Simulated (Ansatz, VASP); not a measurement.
Two plane-wave programs on EuS

```
Eu S
1.0
     0.00000    2.97850    2.97850
     2.97850    0.00000    2.97850
     2.97850    2.97850    0.00000
Eu S
1 1
Direct
  0.00000 0.00000 0.00000
  0.50000 0.50000 0.50000
```

Alike in both runs: task single point; functional PBE; k mesh 10 × 10 × 10; occupations gaussian, width 0.05 eV; collinear spin.

|  | VASP | Ansatz |
| --- | --- | --- |
| version | VASP 6.6.1 | Ansatz 0.2.0 |
| potentials or method | VASP PAW PBE potentials, release 64 (Eu, S), cutoff 600 eV | scalar-relativistic, plane waves, PAW |
| valence electrons in the cell | 23 | 23 |

```csv
,VASP,Ansatz,Ansatz less VASP
gap on the k mesh at the Fermi level (eV),none,none,-
pressure (GPa),-2.7,-2.5,+0.24
net moment per atom (μB),3.49,3.50,+0.002
size of the moment on the site where the two differ most (μB),6.59,6.76,+0.171
```

Site moments also hang on the region over which each program counts them. A gap of «none» marks a metal or a gap that the smearing closes. The functional is the same, so the differences come from potentials, cutoffs and numerics.

Spin-orbit coupling is off throughout.
